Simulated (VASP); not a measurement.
Crystal: Be2ZnSe3.

```
Be Zn Se
1.0
     7.13496    0.00000    0.00000
    -3.56748    6.17906    0.00000
     0.00000    0.00000    2.89129
Be Zn Se
2 1 3
Direct
  0.66667 0.33333 0.71692
  0.33333 0.66667 0.71692
  0.00000 0.00000 0.93582
  0.00000 0.50000 0.93344
  0.50000 0.00000 0.93344
  0.50000 0.50000 0.93344
```

The cell was generated, and may not be a known phase.

| Property | Result |
| --- | --- |
| Program | VASP 6.6.1 |
| Task | relaxation of cell and atoms |
| Functional | PBE |
| Potentials or basis | VASP PAW PBE potentials, release 64 (Be, Zn, Se) |
| Cutoff | 600 eV |
| k mesh | 3 × 3 × 6 |
| Occupations | gaussian, width 0.1 eV |
| Spin | no spin polarisation |

At the start: pressure 1.3 GPa; volume 21.24 Å³/atom.

Q: How do energy, volume and symmetry change on relaxing?

A: Over 12 steps the energy falls by 32.4 meV/atom and the volume is 22.08 Å³/atom (+3.9 %); space group P6mm (No. 183, to 0.1 Å) before and after.

Step by step:
| step | energy change (eV) | largest force (eV/Å) | pressure (GPa) | volume (Å³) |
| --- | --- | --- | --- | --- |
| 1 | 0.0000 | 0.0257 | 1.31 | 127.47 |
| 2 | -0.1114 | 0.0179 | 0.77 | 130.67 |
| 3 | -0.1372 | 0.0500 | -1.21 | 140.04 |
| 4 | -0.1846 | 0.0259 | -0.57 | 135.97 |
| 5 | -0.1879 | 0.0901 | 0.13 | 134.15 |
| 6 | -0.1883 | 0.0737 | -0.06 | 134.61 |
| 7 | -0.1896 | 0.0699 | -0.02 | 134.24 |
| 8 | -0.1921 | 0.0588 | 0.12 | 133.12 |
| 9 | -0.1909 | 0.0363 | 0.40 | 130.91 |
| 10 | -0.1926 | 0.0516 | 0.21 | 132.33 |
| 11 | -0.1935 | 0.0357 | 0.13 | 132.37 |
| 12 | -0.1944 | 0.0162 | -0.10 | 132.48 |

Final structure:
```xyz
6
Lattice="7.0171 0.0000 0.0000 -3.5086 6.0770 0.0000 0.0000 0.0000 3.1066" Properties=species:S:1:pos:R:3 pbc="T T T"
Be    3.5086    2.0257    2.1843
Be    0.0000    4.0513    2.1843
Zn    0.0000    0.0000    2.9116
Se   -1.7543    3.0385    2.9270
Se    3.5086    0.0000    2.9270
Se    1.7543    3.0385    2.9270
```

Caveat: the k points lie up to 0.34 Å⁻¹ apart in the final cell, too coarse for converged energies and pressures of a metal.
